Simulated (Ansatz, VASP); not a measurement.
# Two plane-wave programs on CdSe

File INCAR:

```
SYSTEM = CdSe
PREC     = Accurate       ! precision mode
ENCUT    = 500            ! plane-wave cutoff, eV
EDIFF    = 1E-6           ! SCF threshold, eV
ISMEAR   = 0              ! smearing method
SIGMA    = 0.01           ! smearing width, eV
LREAL    = .FALSE.        ! projectors in reciprocal space
LASPH    = .TRUE.         ! aspherical terms in the spheres
NELM     = 120            ! most SCF steps
ALGO     = Normal         ! electronic algorithm
ISIF     = 2              ! what is computed and relaxed
LWAVE    = .FALSE.        ! write WAVECAR
LCHARG   = .FALSE.        ! write CHGCAR
GGA      = PE             ! functional
NBANDS   = 16             ! bands
GGA_COMPAT= .FALSE.
```

KPOINTS

```
Automatic mesh
0
G
  8 8 8
  0 0 0
```

File POSCAR:

```
CdSe
1.0
    0.0000000000      3.0054357831      3.2225329337
    3.0054357831      0.0000000000      3.2225329337
    3.0054357831      3.0054357831      0.0000000000
Cd Se
1 1
Direct
    0.0000000000      0.0000000000      0.0000000000
    0.2500000000      0.2500000000      0.2500000000
```

Input for Ansatz:

```yaml
crystal:
  lattice:
    - [0.0, 3.005435777, 3.2225329426]
    - [3.005435777, 0.0, 3.2225329426]
    - [3.005435777, 3.005435777, 0.0]
  atoms:
    - { symbol: Cd, position: [0.0, 0.0, 0.0] }
    - { symbol: Se, position: [0.25, 0.25, 0.25] }
basis:
  ecutwfc: 420
kpoints:
  mp_grid: { grid: [8, 8, 8] }
  band_path:
    path:
      - [0.0, 0.0, 0.0]
      - [0.0, 0.0, 0.0]
      - [0.0, 0.0, 0.0]
      - [0.0, 0.0, 0.0]
      - [0.0, 0.0, 0.0]
      - [0.0, 0.0, 0.0]
      - [0.0, 0.0, 0.0]
      - [0.0, 0.0, 0.0]
      - [0.0, 0.0, 0.0]
      - [0.0, 0.0, 0.0]
      - [0.0, 0.0, 0.0]
      - [0.0, 0.0, 0.0]
      - [0.0, 0.0, 0.0]
      - [0.0, 0.0, 0.0]
      - [0.0, 0.0, 0.0]
      - [0.0, 0.0, 0.0]
      - [0.0, 0.0, 0.0]
      - [0.0, 0.0, 0.0]
      - [0.0, 0.0, 0.0]
      - [0.0, 0.0, 0.0]
      - [0.0, 0.0, 0.0]
      - [0.0, 0.0, 0.0]
      - [0.0, 0.0, 0.0]
      - [0.0, 0.0, 0.0]
      - [0.0, 0.0, 0.0]
      - [0.0, 0.0, 0.0]
      - [0.3, 0.3, 0.0]
      - [0.3166666667, 0.3166666667, 0.0]
      - [0.3333333333, 0.3333333333, 0.0]
      - [0.35, 0.35, 0.0]
      - [0.3666666667, 0.3666666667, 0.0]
      - [0.3833333333, 0.3833333333, 0.0]
      - [0.4, 0.4, 0.0]
      - [0.4166666667, 0.4166666667, 0.0]
      - [0.4333333333, 0.4333333333, 0.0]
      - [0.45, 0.45, 0.0]
      - [0.4666666667, 0.4666666667, 0.0]
      - [0.4833333333, 0.4833333333, 0.0]
      - [0.5, 0.5, 0.0]
      - [0.0, 0.3, 0.3]
      - [0.0, 0.3166666667, 0.3166666667]
      - [0.0, 0.3333333333, 0.3333333333]
      - [0.0, 0.35, 0.35]
      - [0.0, 0.3666666667, 0.3666666667]
      - [0.0, 0.3833333333, 0.3833333333]
      - [0.0, 0.4, 0.4]
      - [0.0, 0.4166666667, 0.4166666667]
      - [0.0, 0.4333333333, 0.4333333333]
      - [0.0, 0.45, 0.45]
      - [0.0, 0.4666666667, 0.4666666667]
      - [0.0, 0.4833333333, 0.4833333333]
      - [0.0, 0.5, 0.5]
      - [0.5, 0.5, 0.5]
      - [0.5, 0.5, 0.5]
      - [0.5, 0.5, 0.5]
      - [0.5, 0.5, 0.5]
      - [0.5, 0.5, 0.5]
      - [0.5, 0.5, 0.5]
      - [0.5, 0.5, 0.5]
      - [0.5, 0.5, 0.5]
      - [0.5, 0.5, 0.5]
      - [0.5, 0.5, 0.5]
      - [0.5, 0.5, 0.5]
      - [0.5, 0.5, 0.5]
      - [0.5, 0.5, 0.5]
      - [0.0, 0.0, 0.5]
      - [0.0, 0.0, 0.5]
      - [0.0, 0.0, 0.5]
      - [0.0, 0.0, 0.5]
      - [0.0, 0.0, 0.5]
      - [0.0, 0.0, 0.5]
      - [0.0, 0.0, 0.5]
      - [0.0, 0.0, 0.5]
      - [0.0, 0.0, 0.5]
      - [0.0, 0.0, 0.5]
      - [0.0, 0.0, 0.5]
      - [0.0, 0.0, 0.5]
      - [0.0, 0.0, 0.5]
    npoints: 1
hamiltonian:
  xc: pbe
  pseudopotentials: { kind: paw, azcp: { folder: soft_1 } }
scf:
  occupations: { method: fixed }
  n_extra_bands: 5
output:
  eigenvalues: true
```

Alike in both runs: task single point; functional PBE; k mesh 8 × 8 × 8; no spin polarisation.

|  | VASP | Ansatz |
| --- | --- | --- |
| version | VASP 6.6.1 | Ansatz 0.2.0 |
| potentials or method | VASP PAW PBE potentials, release 64 (Cd, Se), cutoff 500 eV | scalar-relativistic, plane waves, PAW |
| occupations | gaussian, width 0.01 eV | fixed |
| valence electrons in the cell | 18 | 36 |

|  | VASP | Ansatz | Ansatz less VASP |
| --- | --- | --- | --- |
| gap on the k mesh at the Fermi level (eV) | 0.44 | 0.44 | 0.000 |
| least direct gap on the mesh (eV) | 0.44 | 0.44 | 0.000 |

VASP's potentials hold 18 valence electrons a cell and Ansatz's 36, so a difference there can come from the potentials and not from the codes.
